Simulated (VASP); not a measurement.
# PbS (Pm-3m) in VASP: notebook, part 2 of 2

VASP 6.6.1.

## 4. Single point, PBEsol

This run uses another cell than the first one, of 24.79 Å³/atom, 1.074 times its volume.

File INCAR:

```
SYSTEM = PbS
PREC = Accurate ; ENCUT = 500
EDIFF = 1E-6 ; ISMEAR = 0
SIGMA = 0.05 ; LREAL = .FALSE.
LASPH = .TRUE. ; NELM = 120
ALGO = Normal ; ISIF = 2
LWAVE = .FALSE. ; LCHARG = .FALSE.
GGA = PS ; NBANDS = 17
GGA_COMPAT = .FALSE.
```

File KPOINTS:

```
regular mesh
0
G
  6 6 6
  0 0 0
```

File POSCAR:

```
PbS
1.0
    3.6736797629      0.0000000000      0.0000000000
    0.0000000000      3.6736797629      0.0000000000
    0.0000000000      0.0000000000      3.6736797629
Pb S
1 1
Direct
    0.0000000000      0.0000000000      0.0000000000
    0.5000000000      0.5000000000      0.5000000000
```

Potentials or basis: VASP PAW PBE potentials, release 64 (Pb_d, S).

The run is started by

```sh
$ cat potpaw_PBE.64/Pb_d/POTCAR potpaw_PBE.64/S/POTCAR > POTCAR
$ mpirun -np 1 vasp_std > vasp.out
```

OUTCAR:

```text
SYSTEM = PbS
   PREC = Accurate
   ENCUT = 500
   EDIFF = 1E-6
   ISMEAR = 0
   LREAL = .FALSE.
   LASPH = .TRUE.
   NELM = 120
   ISIF = 2
   GGA = PS

 ion  position               nearest neighbor table
   1  0.000  0.000  0.000-   2 3.18   2 3.18   2 3.18   2 3.18   2 3.18   2 3.18   2 3.18   2 3.18

   2  0.500  0.500  0.500-   1 3.18   1 3.18   1 3.18   1 3.18   1 3.18   1 3.18   1 3.18   1 3.18

  LATTYP: Found a simple cubic cell.
 ALAT       =     3.6736797629

  Lattice vectors:

 A1 = (   3.6736797629,   0.0000000000,   0.0000000000)
 A2 = (   0.0000000000,   3.6736797629,   0.0000000000)
 A3 = (   0.0000000000,   0.0000000000,   3.6736797629)

Analysis of symmetry for initial positions (statically):
=====================================================================
 Subroutine PRICEL returns:
 Original cell was already a primitive cell.

 Routine SETGRP: Setting up the symmetry group for a
 simple cubic supercell.

 Subroutine GETGRP returns: Found 48 space group operations
 (whereof 48 operations were pure point group operations)
 out of a pool of 48 trial point group operations.

The static configuration has the point symmetry O_h .

Analysis of symmetry for dynamics (positions and initial velocities):
[... 154 lines left out ...]

 E-fermi :   5.8294     XC(G=0): -10.2732

 val. band max:        5.8180889799   @ k =   0.1667   0.1667   0.1667
 cond. band min:       6.0196640898   @ k =   0.5000   0.3333   0.3333
 fundamental gap:      0.2015751099
 Fermi energy:         5.8293545816

 k-point     1 :       0.0000    0.0000    0.0000
  band No.  band energies     occupation
      1     -11.0333      2.00000
      2     -11.0333      2.00000
      3     -10.8303      2.00000
      4     -10.8303      2.00000
      5     -10.8303      2.00000
      6      -7.2250      2.00000
[... 377 lines left out ...]
      4     -10.7798      2.00000
      5     -10.7798      2.00000
      6      -4.9763      2.00000
[... 9 lines left out ...]
     16      19.2397      0.00000
     17      22.1852      0.00000

------------------------ aborting loop because EDIFF is reached ----------------------------------------

  FORCE on cell =-STRESS in cart. coord.  units (eV):
  Direction    XX          YY          ZZ          XY          YZ          ZX
  --------------------------------------------------------------------------------------
  -------------------------------------------------------------------------------------
  Total       -1.2738425     -1.2738425     -1.2738425     -0.0000000     -0.0000000      0.0000000
  in kB      -41.1644596    -41.1644596    -41.1644596     -0.0000000     -0.0000000      0.0000000
  external PRESSURE =     -41.1644596 kB  Pullay stress =       0.0000000 kB

 VOLUME and BASIS-vectors are now :
 -----------------------------------------------------------------------------
  energy-cutoff  :      500.00
  volume of cell :       49.58
      direct lattice vectors                 reciprocal lattice vectors
     3.673679763  0.000000000  0.000000000     0.272206633  0.000000000  0.000000000
     0.000000000  3.673679763  0.000000000     0.000000000  0.272206633  0.000000000
     0.000000000  0.000000000  3.673679763     0.000000000  0.000000000  0.272206633

 POSITION                                       TOTAL-FORCE (eV/Angst)
 -----------------------------------------------------------------------------------
      0.00000      0.00000      0.00000         0.000000      0.000000      0.000000
      1.83684      1.83684      1.83684         0.000000      0.000000      0.000000
 -----------------------------------------------------------------------------------
    total drift:                               -0.000000      0.000000      0.000000

  FREE ENERGIE OF THE ION-ELECTRON SYSTEM (eV)
  ---------------------------------------------------
  free  energy   TOTEN  =        -8.9652823420 eV

  energy  without entropy=       -8.9642892605  energy(sigma->0) =       -8.96478580
```

OSZICAR:

```text
N       E                     dE             d eps       ncg     rms          rms(c)
DAV:   1     0.148959124512E+03    0.14896E+03   -0.95249E+03   688   0.120E+03
DAV:   2     0.142404924260E+01   -0.14754E+03   -0.14025E+03   722   0.312E+02
DAV:   3    -0.929436481429E+01   -0.10718E+02   -0.10606E+02   877   0.870E+01
DAV:   4    -0.954551481569E+01   -0.25115E+00   -0.25066E+00   847   0.141E+01
DAV:   5    -0.955548983673E+01   -0.99750E-02   -0.99746E-02  1022   0.271E+00    0.395E+00
DAV:   6    -0.898001962356E+01    0.57547E+00   -0.15575E+00  1043   0.881E+00    0.269E+00
DAV:   7    -0.897101264351E+01    0.90070E-02   -0.11554E-01   806   0.173E+00    0.157E+00
DAV:   8    -0.896560021966E+01    0.54124E-02   -0.16921E-02   767   0.114E+00    0.305E-01
DAV:   9    -0.896524047232E+01    0.35975E-03   -0.23901E-03   965   0.320E-01    0.945E-02
DAV:  10    -0.896529285226E+01   -0.52380E-04   -0.19388E-04   753   0.100E-01    0.770E-02
DAV:  11    -0.896528301989E+01    0.98324E-05   -0.16488E-05   865   0.288E-02    0.932E-03
DAV:  12    -0.896528234203E+01    0.67787E-06   -0.75229E-07   581   0.582E-03
   1 F= -.89652823E+01 E0= -.89647858E+01  d E =-.993081E-03
```

stdout:

```text
POSCAR found type information on POSCAR PbS
 POSCAR found :  2 types and       2 ions
 scaLAPACK will be used
 -----------------------------------------------------------------------------
|                                                                             |
|                                                                             |
|     You enforced a specific xc type in the INCAR file but a different       |
|     I HOPE YOU KNOW WHAT YOU ARE DOING!                                     |
|                                                                             |
 -----------------------------------------------------------------------------

 LDA part: xc-table for (Slater+PW92), standard interpolation
 POSCAR, INCAR and KPOINTS ok, starting setup
 FFT: planning ... GRIDC
 FFT: planning ... GRID_SOFT
 FFT: planning ... GRID
 WAVECAR not read
 entering main loop
```

It took 18 s on 1 thread of Intel Xeon 8259CL, shared host; peak memory 0.16 GiB.

Results:

| Property | Result |
| --- | --- |
| Free energy | -8.9653 eV |
| Pressure | -4.1 GPa |
| Band gap on the k mesh | zero (band 10 reaches 5.82 eV, above the bottom of band 11 at 5.29 eV) |

Caveat: the PAW data sets were made with another functional, which shifts forces and pressure a little; spin-orbit coupling is left out, which moves the levels of the heavy elements.

## 5. Summary

```csv
cell,gap on the mesh (eV),pressure (GPa)
"a = 3.587 Å, 2 atoms",none,-0.3
"a = 3.632 Å, 2 atoms",none,-2.3
"a = 3.674 Å, 2 atoms",none,-4.1
```

Alike in all rows: task single point; level PBEsol; potentials or basis VASP PAW PBE potentials, release 64 (Pb_d, S); no spin polarisation; k mesh 6 × 6 × 6; cutoff (eV) 500; smearing gaussian 0.05 eV.

Caveats: the PAW data sets were made with another functional, which shifts forces and pressure a little; spin-orbit coupling is left out, which moves the levels of the heavy elements.

Total energies depend on the potentials used, so only differences within one code and one set of settings carry meaning.
